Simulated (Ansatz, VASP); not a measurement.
# One calculation of NaCl, two programs

```xyz
2
Lattice="3.5022 0.0000 0.0000 0.0000 3.5022 0.0000 0.0000 0.0000 3.5022" Properties=species:S:1:pos:R:3 pbc="T T T"
Cl    1.7511    1.7511    1.7511
Na    0.0000    0.0000    0.0000
```

Alike in both runs: task single point; functional PBE; k mesh 8 × 8 × 8; occupations gaussian, width 0.017 eV; no spin polarisation.

|  | VASP | Ansatz |
| --- | --- | --- |
| version | VASP 6.6.1 | Ansatz 0.2.0 |
| potentials or method | VASP PAW PBE potentials, release 64 (Cl, Na_pv), cutoff 500 eV | all-electron LAPW, scalar-relativistic |

|  | VASP | Ansatz | Ansatz less VASP |
| --- | --- | --- | --- |
| gap on the k mesh at the Fermi level (eV) | 3.98 | 3.98 | +0.001 |
| least direct gap on the mesh (eV) | 4.47 | 4.47 | +0.001 |
| pressure (GPa) | 0.0 | 0.1 | +0.09 |

Ansatz ran all-electron here, and VASP with PAW potentials.
